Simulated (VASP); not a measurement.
A run of VASP 6.6.1:

INCAR

```
SYSTEM = HfMg3
PREC = Accurate
ENCUT = 520
EDIFF = 1E-6
ISMEAR = 0
SIGMA = 0.05
LREAL = .False.
LASPH = .True.
NELM = 60
ALGO = Fast
ISIF = 2
LWAVE = .False.
LCHARG = .False.
GGA = PE
NBANDS = 16
```

KPOINTS

```
regular mesh
0
Gamma
  8 8 8
  0 0 0
```

Contents of POSCAR:

```
HfMg3
1.0
    4.4054182198      0.0000000000      0.0000000000
    0.0000000000      4.4054182198      0.0000000000
    0.0000000000      0.0000000000      4.4054182198
Hf Mg
1 3
Direct
    0.0000000000      0.0000000000      0.0000000000
    0.0000000000      0.5000000000      0.5000000000
    0.5000000000      0.5000000000      0.0000000000
    0.5000000000      0.0000000000      0.5000000000
```

Potentials or basis: VASP PAW PBE potentials, release 64 (Hf_pv, Mg).

Command:

```sh
$ cat potpaw_PBE.64/Hf_pv/POTCAR potpaw_PBE.64/Mg/POTCAR > POTCAR
$ mpirun -np 1 vasp_std > vasp.out
```

Hardware: 1 thread of Intel Xeon 8259CL (shared host).

Problem. How long does it take, and how much memory?

Solution. Run time: 93 s on 1 thread of Intel Xeon 8259CL, with other jobs on the host, peak memory 0.23 GiB. Counts: scf iterations 14, k points 35.
